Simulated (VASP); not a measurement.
Co:

```xyz
2
Lattice="2.4274 0.0000 0.0000 -1.2137 2.1022 0.0000 0.0000 0.0000 3.9230" Properties=species:S:1:pos:R:3 pbc="T T T"
Co    0.0000    1.4014    0.9808
Co    1.2137    0.7007    2.9423
```

Base run:

| Property | Result |
| --- | --- |
| Program | VASP 6.6.1 |
| Functional | LDA |
| Potentials or basis | VASP PAW LDA potentials, release 64 (Co) |
| Cutoff | 520 eV |
| k mesh | 15 × 15 × 8 |
| Occupations | fermi-dirac, width 0.05 eV |
| Spin | collinear spin, ferromagnetic start |
| Starting moments | [1.558, 1.558] μB |

Its results: pressure -1.1 GPa; net moment 2.98 μB per cell; site moments Co +1.48 μB.

The run is repeated on the same cell with these changes: k mesh from 15 × 15 × 8 to 7 × 7 × 4. What comes out?

Pressure -1.7 GPa; net moment 2.90 μB per cell; site moments Co +1.45 μB.

Caveats: some runs use coarse meshes.
